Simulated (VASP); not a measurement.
# TaN in VASP: settings compared

The runs below take TaN through single point, with BLYP+D3(BJ), PBE.

Program: VASP 6.6.1. These are calculated values, not measurements. Logs are shortened: lines on timing, memory, paths and dates and some standing lists are left out, and cuts for length are marked.

## 1. The cell of the first run

The typed cell holds 2 atoms: a = 3.120 Å, b = 3.124 Å, c = 3.125 Å, α = 60.73°, β = 60.32°, γ = 59.53°.

## 2. Single point, BLYP+D3(BJ), non-collinear spin, zero start, spin-orbit coupling (the cell strained at random)

Input file INCAR:

```
PREC = Accurate ; ENCUT = 520
EDIFF = 1E-6 ; ISMEAR = -5
SIGMA = 0.05 ; LREAL = F
LASPH = T ; NELM = 150
ALGO = Normal ; ISIF = 2
LWAVE = F ; LCHARG = F
MAGMOM = 0 0 0 0 0 0 ; LORBIT = 11
LSORBIT = T ; GGA_COMPAT = F
LORBMOM = T ; LMAXMIX = 4
GGA = B5 ; ALDAX = 1.0
AGGAX = 1.0 ; AGGAC = 1.0
ALDAC = 0.0 ; IVDW = 12
VDW_S6 = 1.0 ; VDW_S8 = 2.6996
VDW_A1 = 0.4298 ; VDW_A2 = 4.2359
NBANDS = 28
```

Input file KPOINTS:

```
Automatic mesh
0
Gamma
  7 7 7
```

Input file POSCAR:

```
TaN
1.0
    0.0040580000      2.1932320000      2.2187950000
    2.1897300000     -0.0046990000      2.2275510000
    2.2037880000      2.2160470000     -0.0187580000
Ta N
1 1
Direct
    0.5000000000      0.5000000000      0.5000000000
    0.0000000000      0.0000000000      0.0000000000
```

Potentials or basis: VASP PAW PBE potentials, release 64 (Ta_pv, N).

Run with:

```console
cat potpaw_PBE.64/Ta_pv/POTCAR potpaw_PBE.64/N/POTCAR > POTCAR
mpirun -np 1 vasp_ncl > vasp.out
```

OUTCAR:

```text
PREC = Accurate
   ENCUT = 520
   EDIFF = 1E-6
   ISMEAR = -5
   LREAL = F
   LASPH = T
   NELM = 150
   ISIF = 2
   LORBIT = 11
   LSORBIT = T
   GGA = B5
   IVDW = 12
 IVDW          = 12

 ion  position               nearest neighbor table
   1  0.500  0.500  0.500-   2 2.19   2 2.19   2 2.21   2 2.21   2 2.23   2 2.23
   2  0.000  0.000  0.000-   1 2.19   1 2.19   1 2.21   1 2.21   1 2.23   1 2.23

  Warning from LATTYP: Got some problem with cell dimensions!
  Tried to take original basis but could not verify dimensions!
  LATTYP: Found a triclinic cell.
 ALAT       =     5.3782919704
 B/A-ratio  =     0.5763353704
 C/A-ratio  =     1.4201959612
 COS(alpha) =     0.0012897429
 COS(beta)  =     0.4754688706
 COS(gamma) =     0.8637955829

  Lattice vectors:

 A1 = (   2.1816140000,  -4.3911630000,  -2.2100390000)
 A2 = (   2.1856720000,  -2.1979310000,   0.0087560000)
 A3 = (  -4.3975760000,  -4.4045800000,  -4.4275880000)

Analysis of symmetry for initial positions (statically):
=====================================================================
 Subroutine PRICEL returns:
 Original cell was already a primitive cell.

 Routine SETGRP: Setting up the symmetry group for a
 triclinic supercell.

 Subroutine GETGRP returns: Found  2 space group operations
 (whereof  2 operations were pure point group operations)
 out of a pool of  2 trial point group operations.

The static configuration has the point symmetry S_2 .

Analysis of symmetry for dynamics (positions and initial velocities):
=====================================================================
 Subroutine PRICEL returns:
 Original cell was already a primitive cell.

 Routine SETGRP: Setting up the symmetry group for a
 triclinic supercell.

 Subroutine GETGRP returns: Found  2 space group operations
 (whereof  2 operations were pure point group operations)
 out of a pool of  2 trial point group operations.

The dynamic configuration has the point symmetry S_2 .

Analysis of structural, dynamic, and magnetic symmetry:
=====================================================================
 Subroutine PRICEL returns:
 Original cell was already a primitive cell.

 Routine SETGRP: Setting up the symmetry group for a
 triclinic supercell.

 Subroutine GETGRP returns: Found  2 space group operations
 (whereof  2 operations were pure point group operations)
 out of a pool of  2 trial point group operations.

The overall configuration has the point symmetry S_2 .

 Subroutine INISYM returns: Found  2 space group operations
 (whereof  2 operations are pure point group operations),
 and found     1 'primitive' translations

----------------------------------------------------------------------------------------

                                     Primitive cell

  volume of cell :      21.6265

  direct lattice vectors                    reciprocal lattice vectors
     0.004058000  2.193232000  2.218795000    -0.228250756  0.228891431  0.224858192
     2.189730000 -0.004699000  2.227551000     0.229259938 -0.226103409  0.223079147
     2.203788000  2.216047000 -0.018758000     0.226386965  0.224239617 -0.222070169

  length of vectors
     3.119829214  3.123607371  3.125363614     0.393765033  0.391723342  0.388393646

  position of ions in fractional coordinates (direct lattice)
     0.500000000  0.500000000  0.500000000
     0.000000000  0.000000000  0.000000000

  ion indices of the primitive-cell ions
   primitive index   ion index
                 1           1
                 2           2

----------------------------------------------------------------------------------------

 KPOINTS: Automatic mesh

Automatic generation of k-mesh.
 Grid dimensions read from file:
 generate k-points for:    7    7    7

 Generating k-lattice:
[... 104 lines left out ...]

 number of electron      16.0000003 magnetization       0.0000011      0.0000000      0.0000008

 number of electron      16.0000003 magnetization      -0.0000001     -0.0000001     -0.0000002

 Free energy of the ion-electron system (eV)
  ---------------------------------------------------
  ext. energy  EPLUGINS =         0.00000000
  ---------------------------------------------------
  free energy    TOTEN  =       -20.50381274 eV

  energy without entropy =      -20.50381274  energy(sigma->0) =      -20.50381274

 E-fermi :   9.7908     XC(G=0): -12.6500

 val. band max:        9.7980666312   @ k =   0.2857   0.2857   0.4286
 cond. band min:       9.7575938647   @ k =   0.0000   0.2857  -0.0000
 fundamental gap:     -0.0404727665
 Fermi energy:         9.7907604929

 k-point     1 :       0.0000    0.0000    0.0000
  band No.  band energies     occupation
      1     -31.2336      1.00000
      2     -31.2336      1.00000
      3     -23.3852      1.00000
      4     -23.3852      1.00000
      5     -23.3627      1.00000
      6     -23.3627      1.00000
[... 733 lines left out ...]
     27      19.8660      0.00000
     28      19.8660      0.00000

 [... further k-points ...]

------------------------ aborting loop because EDIFF is reached ----------------------------------------

 Edisp (eV)   -2.16328

 E8    (eV) :    -1.6304

  FORCE on cell =-STRESS in cart. coord.  units (eV):
  Direction    XX          YY          ZZ          XY          YZ          ZX
  --------------------------------------------------------------------------------------
  -------------------------------------------------------------------------------------
  Total       0.10199    -0.36214    -1.26036    -0.05643     0.05136     0.01490
  in kB       7.55593   -26.82845   -93.37211    -4.18088     3.80530     1.10355
  external pressure =      -37.55 kB  Pullay stress =        0.00 kB

 VOLUME and BASIS-vectors are now :
 -----------------------------------------------------------------------------
  energy-cutoff  :      520.00
  volume of cell :       21.63
      direct lattice vectors                 reciprocal lattice vectors
     0.004058000  2.193232000  2.218795000    -0.228250756  0.228891431  0.224858192
     2.189730000 -0.004699000  2.227551000     0.229259938 -0.226103409  0.223079147
     2.203788000  2.216047000 -0.018758000     0.226386965  0.224239617 -0.222070169

 POSITION                                       TOTAL-FORCE (eV/Angst)
 -----------------------------------------------------------------------------------
      2.19879      2.20229      2.21379         0.000000     -0.000000     -0.000000
      0.00000      0.00000      0.00000         0.000000      0.000000      0.000000
 -----------------------------------------------------------------------------------
    total drift:                               -0.000000     -0.000000     -0.000000

  FREE ENERGIE OF THE ION-ELECTRON SYSTEM (eV)
  ---------------------------------------------------
  free  energy   TOTEN  =       -22.6670913648 eV

  energy  without entropy=      -22.6670913648  energy(sigma->0) =      -22.66709136

 orbital moment (x)

 # of ion     p       d       tot
 ----------------------------------------
  1        -0.000   0.000   0.000
  2         0.000   0.000   0.000
 ----------------------------------------
           -0.000   0.000   0.000

 orbital moment (y)

 # of ion     p       d       tot
 ----------------------------------------
  1         0.000  -0.000  -0.000
  2         0.000   0.000   0.000
 ----------------------------------------
            0.000  -0.000  -0.000

 orbital moment (z)

 # of ion     p       d       tot
 ----------------------------------------
  1        -0.000  -0.000  -0.000
  2        -0.000   0.000  -0.000
 ----------------------------------------
           -0.000  -0.000  -0.000

 Spin-Orbit-Coupling matrix elements

 Ion:    1  E_soc:     -1.3502692
 l=   1
     0.0000000    -0.2037319    -0.2029746
    -0.2037319     0.0000000    -0.2034850
    -0.2029746    -0.2034850     0.0000000
 l=   2
     0.0000000    -0.0070930     0.0000000    -0.0070101    -0.0137036
    -0.0070930     0.0000000    -0.0112070    -0.0078395    -0.0035883
     0.0000000    -0.0112070     0.0000000    -0.0110013     0.0000000
    -0.0070101    -0.0078395    -0.0110013     0.0000000    -0.0035002
    -0.0137036    -0.0035883     0.0000000    -0.0035002     0.0000000
 l=   3
     0.0000000     0.0000000     0.0000000     0.0000000     0.0000000     0.0000000     0.0000000
     0.0000000     0.0000000     0.0000000     0.0000000     0.0000000     0.0000000     0.0000000
     0.0000000     0.0000000     0.0000000     0.0000000     0.0000000     0.0000000     0.0000000
     0.0000000     0.0000000     0.0000000     0.0000000     0.0000000     0.0000000     0.0000000
     0.0000000     0.0000000     0.0000000     0.0000000     0.0000000     0.0000000     0.0000000
     0.0000000     0.0000000     0.0000000     0.0000000     0.0000000     0.0000000     0.0000000
     0.0000000     0.0000000     0.0000000     0.0000000     0.0000000     0.0000000     0.0000000

 Ion:    2  E_soc:     -0.0004865
 l=   1
     0.0000000    -0.0000768    -0.0000868
    -0.0000768     0.0000000    -0.0000797
    -0.0000868    -0.0000797     0.0000000
 l=   2
     0.0000000     0.0000000     0.0000000     0.0000000     0.0000000
     0.0000000     0.0000000     0.0000000     0.0000000     0.0000000
     0.0000000     0.0000000     0.0000000     0.0000000     0.0000000
     0.0000000     0.0000000     0.0000000     0.0000000     0.0000000
     0.0000000     0.0000000     0.0000000     0.0000000     0.0000000
 l=   3
     0.0000000     0.0000000     0.0000000     0.0000000     0.0000000     0.0000000     0.0000000
     0.0000000     0.0000000     0.0000000     0.0000000     0.0000000     0.0000000     0.0000000
     0.0000000     0.0000000     0.0000000     0.0000000     0.0000000     0.0000000     0.0000000
     0.0000000     0.0000000     0.0000000     0.0000000     0.0000000     0.0000000     0.0000000
     0.0000000     0.0000000     0.0000000     0.0000000     0.0000000     0.0000000     0.0000000
     0.0000000     0.0000000     0.0000000     0.0000000     0.0000000     0.0000000     0.0000000
     0.0000000     0.0000000     0.0000000     0.0000000     0.0000000     0.0000000     0.0000000

 total charge

# of ion       s       p       d       tot
------------------------------------------
    1        0.262   6.206   2.462   8.930
    2        1.230   2.569   0.000   3.799
--------------------------------------------------
tot          1.493   8.775   2.462  12.730

 magnetization (x)

# of ion       s       p       d       tot
------------------------------------------
    1        0.000   0.000  -0.000  -0.000
    2        0.000   0.000   0.000   0.000
--------------------------------------------------
tot          0.000   0.000  -0.000  -0.000

 magnetization (y)

# of ion       s       p       d       tot
------------------------------------------
    1       -0.000  -0.000   0.000   0.000
    2       -0.000  -0.000   0.000  -0.000
--------------------------------------------------
tot         -0.000  -0.000   0.000   0.000

 magnetization (z)

# of ion       s       p       d       tot
------------------------------------------
    1        0.000   0.000   0.000   0.000
    2        0.000   0.000   0.000   0.000
--------------------------------------------------
tot          0.000   0.000   0.000   0.000
```

Wall time 5.6 min (1 thread of Intel Xeon 8259CL, shared host); peak memory 0.32 GiB.

What came out:

- Free energy: -22.6671 eV
- Pressure: -3.8 GPa
- Net moment: 0.00 μB per cell
- Valence electrons inside the program's atomic spheres: Ta 8.93; N 3.80
- Dispersion energy per atom: -1.082 eV

Stress tensor (GPa, compression positive):
```
 0.76 -0.42  0.11
-0.42 -2.68  0.38
 0.11  0.38 -9.34
```

Moments on the atoms (μB; x, y, z):
```
Ta  0.00 0.00 0.00
N   0.00 0.00 0.00
```

Caveat: the cell differs from its parent crystal (the cell strained at random); the stress differs along the axes, from -9 to 1 GPa; the dispersion term is far too large for a dense solid, which distorts pressure and volume; the PAW data sets were made with another functional, which shifts forces and pressure a little.

## 3. Single point, PBE

Input file INCAR:

```
  ALGO = Normal
  EDIFF = 1E-7
  ENCUT = 520
  GGA = PE
  ISIF = 2
  ISMEAR = -1
  LASPH = True
  LCHARG = False
  LREAL = False
  LWAVE = False
  NBANDS = 15
  NELM = 60
  PREC = Accurate
  SIGMA = 0.05
```

Input file KPOINTS:

```
k-points
0
Gamma
  6 6 6
```

Input file POSCAR:

```
TaN
1.0
    0.0000000000      2.2113230000      2.2113230000
    2.2113230000      0.0000000000      2.2113230000
    2.2113230000      2.2113230000      0.0000000000
Ta N
1 1
Direct
    0.5000000000      0.5000000000      0.5000000000
    0.0000000000      0.0000000000      0.0000000000
```

Potentials or basis: VASP PAW PBE potentials, release 64 (Ta_pv, N).

Run with:

```console
cat potpaw_PBE.64/Ta_pv/POTCAR potpaw_PBE.64/N/POTCAR > POTCAR
mpirun -np 1 vasp_std > vasp.out
```

It took 7.7 s on 1 thread of Intel Xeon 8259CL, shared host; peak memory 0.14 GiB.

It converged, with:

```
Free energy            : -21.7714 eV
Pressure               : 0.0 GPa
Band gap on the k mesh : zero (bands 8 and 9 overlap by 3.91 eV)
```

Levels at points of the mesh, in eV from the Fermi level:
```tsv
k point	band 6	band 7	band 8	band 9	band 10	band 11
(0.00, 0.00, 0.00)	-3.79	-3.79	-2.10	-2.10	-2.10	0.02
(0.50, 0.00, 0.00)	-7.48	-7.48	1.81	1.81	1.91	3.74
(0.50, 0.50, 0.00)	-5.39	-4.62	-4.62	2.02	3.41	3.41
```

Caveat: the k points lie up to 0.41 Å⁻¹ apart, too coarse for converged energies and pressures of a metal; spin-orbit coupling is left out, which moves the levels of the heavy elements.

The gap in the log of VASP goes by the Fermi energy; the results here count the filled bands.